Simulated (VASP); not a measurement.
## Ti4H: single point with PBE

Crystal: Ti4H.

```xyz
5
Lattice="5.3493 0.0000 0.0000 -2.6746 4.6326 0.0000 0.0000 0.0000 3.1149" Properties=species:S:1:pos:R:3 pbc="T T T"
Ti    2.6746    0.0000    0.0000
Ti   -1.3373    2.3163    0.0000
Ti    1.3373    2.3163    0.0000
Ti    0.0000    0.0000    1.5574
H     0.0000    0.0000    0.0000
```

The cell was built from a structure type or drawn by symmetry, and may not be a known phase.

```
Program                : VASP 6.6.1
Task                   : single point
Functional             : PBE
Potentials or basis    : VASP PAW PBE potentials, release 64 (Ti_sv, H)
Cutoff                 : 520 eV
k mesh                 : 6 × 6 × 6
Occupations            : gaussian, width 0.1 eV
Spin                   : no spin polarisation
Dipole correction      : no
Further INCAR settings : ALGO = Normal; EDIFF = 1e-06; NBANDS = 32
```

* Pressure: -0.2 GPa
* Band gap on the k mesh: zero (an odd number of electrons rules out a gap without spin polarisation)

Stress tensor (GPa, compression positive):
```
-0.25  0.00  0.00
 0.00 -0.25  0.00
 0.00  0.00  0.05
```

Levels at points of the mesh, in eV from the Fermi level:
```tsv
k point	band 22	band 23	band 24	band 25	band 26	band 27	band 28	band 29
(0.00, 0.00, 0.00)	0.03	0.05	0.05	0.49	0.54	0.54	1.04	1.04
(0.50, 0.00, 0.00)	-0.67	-0.34	-0.30	0.37	0.39	0.46	0.84	0.97
(0.00, 0.00, 0.50)	-1.06	-0.62	-0.62	-0.46	-0.46	0.94	0.94	2.05
(0.50, 0.00, 0.50)	-1.24	-0.86	-0.33	-0.32	0.44	0.74	1.06	1.64
```

It took 40 s on 1 thread of Intel(R) Xeon(R) 6975P-C (Granite Rapids), on a shared host, peak memory 0.21 GiB.
